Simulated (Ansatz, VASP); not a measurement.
**Two plane-wave programs on SrVO3**

Contents of INCAR:

```
SYSTEM = SrVO3
PREC = Accurate ; ENCUT = 600
EDIFF = 1E-6 ; ISMEAR = -1
SIGMA = 0.05 ; LREAL = .FALSE.
LASPH = .TRUE. ; NELM = 150
ALGO = Normal ; ISIF = 3
LWAVE = .FALSE. ; LCHARG = .FALSE.
ISPIN = 2 ; MAGMOM = 0 2 0 0 0
LORBIT = 11 ; LMAXMIX = 4
GGA = PS ; IBRION = 2
NSW = 60 ; EDIFFG = -0.01
```

The input KPOINTS:

```
regular mesh
0
G
  7 7 7
  0 0 0
```

Contents of POSCAR:

```
SrVO3
1.0
    3.8409000000      0.0000000000      0.0000000000
    0.0000000000      3.8409000000      0.0000000000
    0.0000000000      0.0000000000      3.8409000000
Sr V O
1 1 3
Direct
    0.5000000000      0.5000000000      0.5000000000
    0.0000000000      0.0000000000      0.0000000000
    0.0000000000      0.0000000000      0.5000000000
    0.0000000000      0.5000000000      0.0000000000
    0.5000000000      0.0000000000      0.0000000000
```

Contents of input.yaml:

```yaml
crystal:
  lattice:
    - [3.8409, 0.0, 0.0]
    - [0.0, 3.8409, 0.0]
    - [0.0, 0.0, 3.8409]
  atoms:
    - { symbol: Sr, position: [0.5, 0.5, 0.5] }
    - { symbol: V, position: [0.0, 0.0, 0.0], spin: 2.0 }
    - { symbol: O, position: [0.0, 0.0, 0.5] }
    - { symbol: O, position: [0.0, 0.5, 0.0] }
    - { symbol: O, position: [0.5, 0.0, 0.0] }
hamiltonian:
  xc: pbesol
  pseudopotentials: { kind: paw }
magnetization:
  spin_polarized: true
kpoints:
  mp_grid: { grid: [7, 7, 7] }
scf:
  occupations: { method: fermi_dirac, width: 0.05 }
output:
  forces: true
  stress: true
relax:
  f_tol: 0.01
  max_steps: 40
  cell: { stress_tol: 0.05 }
```

Alike in both runs: task relaxation of cell and atoms; functional PBEsol; k mesh 7 × 7 × 7; occupations fermi-dirac, width 0.05 eV; collinear spin.

|  | VASP | Ansatz |
| --- | --- | --- |
| version | VASP 6.6.1 | Ansatz 0.2.0 |
| potentials or method | VASP PAW PBE potentials, release 64 (Sr_sv, V_sv, O) | Ansatz PAW |
| plane-wave cutoff (eV) | 600 | 420 |
| valence electrons in the cell | 41 | 41 |

```csv
,VASP,Ansatz,Ansatz less VASP
net moment per atom (μB),0.00,0.00,0.000
relaxed volume (Å³/atom),11.09,11.05,-0.038
relaxed cell length with the largest relative difference (Å),3.813,3.809,-0.0044
```

VASP's potentials were made for PBE, not for PBEsol.

Noted on Ansatz's run: the plane-wave basis is chosen anew once the cell has moved, so the energies of steps on either side of that aren't comparable.
